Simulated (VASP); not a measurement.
# Sc4BP3 (R-3m) in VASP: single point with PBE

Aim: the single point of Sc4BP3 with PBE.

Program: VASP 6.6.1. These are calculated values, not measurements. Logs are shortened: lines on timing, memory, paths and dates and some standing lists are left out, and cuts for length are marked.

## Step 1: The cell of the first run

Symmetry: R-3m, No. 166, trigonal system. Conventional cell: a = 3.688 Å, b = 3.688 Å, c = 36.281 Å, α = 90.00°, β = 90.00°, γ = 120.00°. Sc (site symmetry 3m) has 3 B at 2.56 Å and 3 P at 2.62 Å within 3.4 Å. Sc (site symmetry 3m) has 6 P at 2.63 to 2.64 Å within 3.5 Å. Within 3.4 Å of B (site symmetry -3m) lie 6 Sc at 2.56 Å. P (site symmetry 3m) has 6 Sc at 2.62 to 2.64 Å and 3 B at 3.63 Å and 9 P at 3.69 to 3.77 Å within 3.8 Å. Within 3.5 Å of P (site symmetry -3m) lie 6 Sc at 2.63 Å.

## Step 2: Single point, PBE

INCAR

```
SYSTEM = Sc4BP3
PREC = Accurate
ENCUT = 520
EDIFF = 1E-7
ISMEAR = 0
SIGMA = 0.2
LREAL = .False.
LASPH = .True.
NELM = 80
ALGO = Normal
ISIF = 2
LWAVE = .False.
LCHARG = .False.
GGA = PE
NBANDS = 41
```

KPOINTS

```
regular mesh
0
Gamma
  5 5 5
  0 0 0
```

POSCAR

```
Sc4BP3
1.0
    1.8441216193      1.0647041133     12.0937391187
   -1.8441216193      1.0647041133     12.0937391187
    0.0000000000     -2.1294082266     12.0937391187
Sc B P
4 1 3
Direct
    0.3723939883      0.3723939883      0.3723939883
    0.1241735310      0.1241735310      0.1241735310
    0.8758264690      0.8758264690      0.8758264690
    0.6276060117      0.6276060117      0.6276060117
    0.0000000000      0.0000000000      0.0000000000
    0.7476913102      0.7476913102      0.7476913102
    0.5000000000      0.5000000000      0.5000000000
    0.2523086898      0.2523086898      0.2523086898
```

Potentials or basis: VASP PAW PBE potentials, release 64 (Sc_sv, B, P).

Launch:

```sh
$ cat potpaw_PBE.64/Sc_sv/POTCAR potpaw_PBE.64/B/POTCAR potpaw_PBE.64/P/POTCAR > POTCAR
$ mpirun -np 1 vasp_std > vasp.out
```

OUTCAR:

```text
SYSTEM = Sc4BP3
   PREC = Accurate
   ENCUT = 520
   EDIFF = 1E-7
   ISMEAR = 0
   LREAL = .False.
   LASPH = .True.
   NELM = 80
   ISIF = 2
   GGA = PE

 ion  position               nearest neighbor table
   1  0.372  0.372  0.372-   5 2.56   5 2.56   5 2.56   6 2.62   6 2.62   6 2.62
   2  0.124  0.124  0.124-   7 2.63   7 2.63   7 2.63   6 2.64   6 2.64   6 2.64
   3  0.876  0.876  0.876-   7 2.63   7 2.63   7 2.63   8 2.64   8 2.64   8 2.64
   4  0.628  0.628  0.628-   5 2.56   5 2.56   5 2.56   8 2.62   8 2.62   8 2.62
   5  0.000  0.000  0.000-   4 2.56   1 2.56   4 2.56   4 2.56   1 2.56   1 2.56
   6  0.748  0.748  0.748-   1 2.62   1 2.62   1 2.62   2 2.64   2 2.64   2 2.64
   7  0.500  0.500  0.500-   2 2.63   3 2.63   2 2.63   2 2.63   3 2.63   3 2.63
   8  0.252  0.252  0.252-   4 2.62   4 2.62   4 2.62   3 2.64   3 2.64   3 2.64

  LATTYP: Found a trigonal (rhomboedric) cell.
 ALAT       =    12.2797762710
 COS(alpha) =     0.9548946346

  Lattice vectors:

 A1 = (   1.8441216193,   1.0647041133,  12.0937391187)
 A2 = (  -1.8441216193,   1.0647041133,  12.0937391187)
 A3 = (   0.0000000000,  -2.1294082266,  12.0937391187)

Analysis of symmetry for initial positions (statically):
=====================================================================
 Subroutine PRICEL returns:
 Original cell was already a primitive cell.

 Routine SETGRP: Setting up the symmetry group for a
 trigonal (rhombohedral) supercell.

 Subroutine GETGRP returns: Found 12 space group operations
 (whereof 12 operations were pure point group operations)
 out of a pool of 12 trial point group operations.

The static configuration has the point symmetry D_3d.

Analysis of symmetry for dynamics (positions and initial velocities):
=====================================================================
 Subroutine PRICEL returns:
 Original cell was already a primitive cell.

 Routine SETGRP: Setting up the symmetry group for a
 trigonal (rhombohedral) supercell.

 Subroutine GETGRP returns: Found 12 space group operations
 (whereof 12 operations were pure point group operations)
 out of a pool of 12 trial point group operations.

The dynamic configuration has the point symmetry D_3d.

 Subroutine INISYM returns: Found 12 space group operations
 (whereof 12 operations are pure point group operations),
 and found     1 'primitive' translations

----------------------------------------------------------------------------------------

                                     Primitive cell

  volume of cell :     142.4723

  direct lattice vectors                    reciprocal lattice vectors
     1.844121619  1.064704113 12.093739119     0.271131792  0.156538013  0.027562471
    -1.844121619  1.064704113 12.093739119    -0.271131792  0.156538013  0.027562471
     0.000000000 -2.129408227 12.093739119     0.000000000 -0.313076027  0.027562471

  length of vectors
    12.279776271 12.279776271 12.279776271     0.314286952  0.314286952  0.314286952

  position of ions in fractional coordinates (direct lattice)
     0.372393988  0.372393988  0.372393988
     0.124173531  0.124173531  0.124173531
     0.875826469  0.875826469  0.875826469
     0.627606012  0.627606012  0.627606012
     0.000000000  0.000000000  0.000000000
     0.747691310  0.747691310  0.747691310
     0.500000000  0.500000000  0.500000000
     0.252308690  0.252308690  0.252308690

  ion indices of the primitive-cell ions
   primitive index   ion index
                 1           1
                 2           2
                 3           3
                 4           4
                 5           5
                 6           6
                 7           7
                 8           8

----------------------------------------------------------------------------------------

 KPOINTS: regular mesh

Automatic generation of k-mesh.
 Grid dimensions read from file:
 generate k-points for:    5    5    5

 Generating k-lattice:

  Cartesian coordinates                     Fractional coordinates (reciprocal lattice)
     0.054226358  0.031307603  0.005512494     0.200000000  0.000000000  0.000000000
    -0.054226358  0.031307603  0.005512494     0.000000000  0.200000000  0.000000000
     0.000000000 -0.062615205  0.005512494     0.000000000  0.000000000  0.200000000

  Length of vectors
     0.062857390  0.062857390  0.062857390

  Shift w.r.t. Gamma in fractional coordinates (k-lattice)
     0.000000000  0.000000000  0.000000000

 Subroutine IBZKPT returns following result:
 ===========================================

 Found     19 irreducible k-points:

 Following reciprocal coordinates:
            Coordinates               Weight
  0.000000  0.000000  0.000000      1.000000
  0.200000  0.000000  0.000000      6.000000
  0.400000  0.000000 -0.000000      6.000000
  0.200000  0.200000  0.000000      6.000000
  0.400000  0.200000  0.000000     12.000000
 -0.400000  0.200000  0.000000     12.000000
[... 11 lines left out ...]
  0.400000  0.400000  0.400000      2.000000
 -0.400000  0.400000  0.400000      6.000000
   k-points           NKPTS =     19   k-points in BZ     NKDIM =     19   number of bands    NBANDS=     41
   number of dos      NEDOS =    301   number of ions     NIONS =      8
   total plane-waves  NPLWV = 884736
   dimension x,y,z NGX =    96 NGY =   96 NGZ =   96
   dimension x,y,z NGXF=   192 NGYF=  192 NGZF=  192
   ions per type =               4   1   3
   NGX,Y,Z   is equivalent  to a cutoff of  13.00, 13.00, 13.00 a.u.
   NGXF,Y,Z  is equivalent  to a cutoff of  25.99, 25.99, 25.99 a.u.
 SYSTEM =  Sc4BP3
   PREC   = accura    normal or accurate (medium, high low for compatibility)
   ISTART =      0    job   : 0-new  1-cont  2-samecut
   ICHARG =      2    charge: 1-file 2-atom 10-const
   ISPIN  =      1    spin polarized calculation?
   LNONCOLLINEAR =      F non collinear calculations
   LSORBIT =      F    spin-orbit coupling
   LASPH  =      T    aspherical Exc in radial PAW
   ENCUT  =  520.0 eV  38.22 Ry    6.18 a.u.  22.83 22.83 22.83*2*pi/ulx,y,z
   NELM   =     80;   NELMIN=  2; NELMDL= -5     # of ELM steps
   EDIFF  = 0.1E-06   stopping-criterion for ELM
   LREAL  =      F    real-space projection
   EDIFFG = 0.1E-05   stopping-criterion for IOM
   NSW    =      0    number of steps for IOM
   IBRION =     -1    ionic relax: 0-MD 1-quasi-New 2-CG
   NFREE  =      0    steps in history (QN), initial steepest desc. (CG)
   ISIF   =      2    stress and relaxation
   ISYM   =      2    0-nonsym 1-usesym 2-fastsym
   POTIM  = 0.5000    time-step for ionic-motion
   TEBEG  =    0.0;   TEEND  =   0.0 temperature during run
   PSTRESS=    0.0 pullay stress
   NELECT =      62.0000    total number of electrons
   NUPDOWN=      -1.0000    fix difference up-down
   EMIN   =  10.00;   EMAX   =-10.00  energy-range for DOS
   EFERMI =   0.00;   METHOD = LEGACY
   ISMEAR =     0;   SIGMA  =   0.20  broadening in eV -4-tet -1-fermi 0-gaus
   EFERMI_NEDOS =   21; number of points for ismear=-14 and -15
   IALGO  =     38    algorithm
   IMIX   =      4    mixing-type and parameters
     AMIX     =   0.40;   BMIX     =  1.00
     AMIX_MAG =   1.60;   BMIX_MAG =  1.00
  volume/ion in A,a.u.               =      17.81       120.18
  Fermi-wavevector in a.u.,A,eV,Ry     =   1.240591  2.344377 20.940264  1.539066
  Thomas-Fermi vector in A             =   2.375025
   LORBIT       =      0    0 simple, 1 ext, 2 COOP (PROOUT), +10 PAW based schemes
   GGA     = PE    functional components
   LHFCALC =     F    Hartree Fock is set to
   AEXX    =    0.0000 exact exchange contribution
   IVDW    =     0    specifies the selected vdW correction
   LEPSILON=     F    determine dielectric tensor
   LRPA    =     F    only Hartree local field effects (RPA)
 non-spin polarized calculation
 Gauss-broadening in eV      SIGMA  =   0.20
  energy-cutoff  :      520.00
  volume of cell :      142.47
 maximum number of plane-waves:      3847
 NGX is ok and might be reduce to    96
   NGX = 45   NGY = 45   NGZ = 45

 number of electron      61.9999995 magnetization

 Free energy of the ion-electron system (eV)
  ---------------------------------------------------
  ext. energy  EPLUGINS =         0.00000000
  ---------------------------------------------------
  free energy    TOTEN  =       -56.19018907 eV

  energy without entropy =      -56.10203503  energy(sigma->0) =      -56.14611205

 E-fermi :   4.9567     XC(G=0): -10.5666

 val. band max:        4.9465506251   @ k =  -0.4000   0.4000   0.4000
 cond. band min:       4.9932068113   @ k =   0.2000   0.0000   0.0000
 fundamental gap:      0.0466561862
 Fermi energy:         4.9567001329

 k-point     1 :       0.0000    0.0000    0.0000
  band No.  band energies     occupation
      1     -44.0172      2.00000
      2     -44.0113      2.00000
      3     -43.6567      2.00000
      4     -43.6459      2.00000
      5     -22.7242      2.00000
      6     -22.6544      2.00000
[... 33 lines left out ...]
     40       7.4538      0.00000
     41       7.4817      0.00000

 k-point     2 :       0.2000    0.0000    0.0000
  band No.  band energies     occupation
      1     -44.0134      2.00000
      2     -44.0086      2.00000
      3     -43.6526      2.00000
      4     -43.6436      2.00000
      5     -22.7112      2.00000
      6     -22.6684      2.00000
[... 33 lines left out ...]
     40       8.0451      0.00000
     41       8.4249      0.00000

 k-point     3 :       0.4000    0.0000   -0.0000
  band No.  band energies     occupation
      1     -44.0070      2.00000
      2     -44.0045      2.00000
      3     -43.6454      2.00000
      4     -43.6406      2.00000
      5     -22.7326      2.00000
      6     -22.7179      2.00000
[... 33 lines left out ...]
     40       8.5123      0.00000
     41       8.6511      0.00000

 k-point     4 :       0.2000    0.2000    0.0000
  band No.  band energies     occupation
      1     -44.0134      2.00000
      2     -44.0086      2.00000
      3     -43.6526      2.00000
      4     -43.6436      2.00000
      5     -22.7111      2.00000
      6     -22.6683      2.00000
[... 605 lines left out ...]
     40       8.3984      0.00000
     41       8.4496      0.00000

 k-point    18 :       0.4000    0.4000    0.4000
  band No.  band energies     occupation
      1     -44.0172      2.00000
      2     -44.0113      2.00000
      3     -43.6567      2.00000
      4     -43.6459      2.00000
      5     -22.7236      2.00000
      6     -22.6552      2.00000
[... 33 lines left out ...]
     40       7.8874      0.00000
     41       8.0149      0.00000

 k-point    19 :      -0.4000    0.4000    0.4000
  band No.  band energies     occupation
      1     -44.0134      2.00000
      2     -44.0086      2.00000
      3     -43.6526      2.00000
      4     -43.6437      2.00000
      5     -22.7110      2.00000
      6     -22.6686      2.00000
[... 33 lines left out ...]
     40       8.2298      0.00000
     41       8.3783      0.00000

------------------------ aborting loop because EDIFF is reached ----------------------------------------

  FORCE on cell =-STRESS in cart. coord.  units (eV):
  Direction    XX          YY          ZZ          XY          YZ          ZX
  --------------------------------------------------------------------------------------
  -------------------------------------------------------------------------------------
  Total        0.1661212      0.1661212      0.1085686      0.0000000      0.0000000     -0.0000000
  in kB        1.8681224      1.8681224      1.2209122      0.0000000      0.0000000     -0.0000000
  external PRESSURE =       1.6523857 kB  Pullay stress =       0.0000000 kB

 VOLUME and BASIS-vectors are now :
 -----------------------------------------------------------------------------
  energy-cutoff  :      520.00
  volume of cell :      142.47
      direct lattice vectors                 reciprocal lattice vectors
     1.844121619  1.064704113 12.093739119     0.271131792  0.156538013  0.027562471
    -1.844121619  1.064704113 12.093739119    -0.271131792  0.156538013  0.027562471
     0.000000000 -2.129408227 12.093739119     0.000000000 -0.313076027  0.027562471

 POSITION                                       TOTAL-FORCE (eV/Angst)
 -----------------------------------------------------------------------------------
      0.00000      0.00000     13.51091         0.000000      0.000000      0.003867
      0.00000      0.00000      4.50517         0.000000      0.000000     -0.020270
      0.00000      0.00000     31.77605         0.000000     -0.000000      0.020270
      0.00000      0.00000     22.77031         0.000000     -0.000000     -0.003867
      0.00000      0.00000      0.00000         0.000000      0.000000     -0.000000
      0.00000      0.00000     27.12715         0.000000      0.000000      0.008981
      0.00000      0.00000     18.14061         0.000000      0.000000      0.000000
      0.00000      0.00000      9.15407         0.000000      0.000000     -0.008981
 -----------------------------------------------------------------------------------
    total drift:                                0.000000      0.000000      0.000000

  FREE ENERGIE OF THE ION-ELECTRON SYSTEM (eV)
  ---------------------------------------------------
  free  energy   TOTEN  =       -56.1901890692 eV

  energy  without entropy=      -56.1020350298  energy(sigma->0) =      -56.14611205
```

It took 22 min on 1 thread of AMD EPYC 9R45 (Zen 5), shared host; peak memory 1.5 GiB.

What came out:

| Property | Result |
| --- | --- |
| Free energy | -56.1902 eV |
| Pressure | 0.2 GPa |
| Largest force | 0.020 eV/Å |
| Band gap on the k mesh | zero (bands 31 and 32 overlap by 1.69 eV) |

Forces on the atoms (eV/Å):
```
Sc   0.000  0.000  0.004
Sc   0.000  0.000 -0.020
Sc   0.000  0.000  0.020
Sc   0.000  0.000 -0.004
B    0.000  0.000  0.000
P    0.000  0.000  0.009
P    0.000  0.000  0.000
P    0.000  0.000 -0.009
```

Levels at points of the mesh, in eV from the Fermi level:
| k point | band 29 | band 30 | band 31 | band 32 | band 33 | band 34 |
| --- | --- | --- | --- | --- | --- | --- |
| (0.00, 0.00, 0.00) | -0.35 | 1.49 | 1.52 | 1.52 | 1.62 | 1.74 |

Caveat: the k points lie up to 0.39 Å⁻¹ apart, too coarse for converged energies and pressures of a metal.

The gap in the log of VASP goes by the Fermi energy; the results here count the filled bands.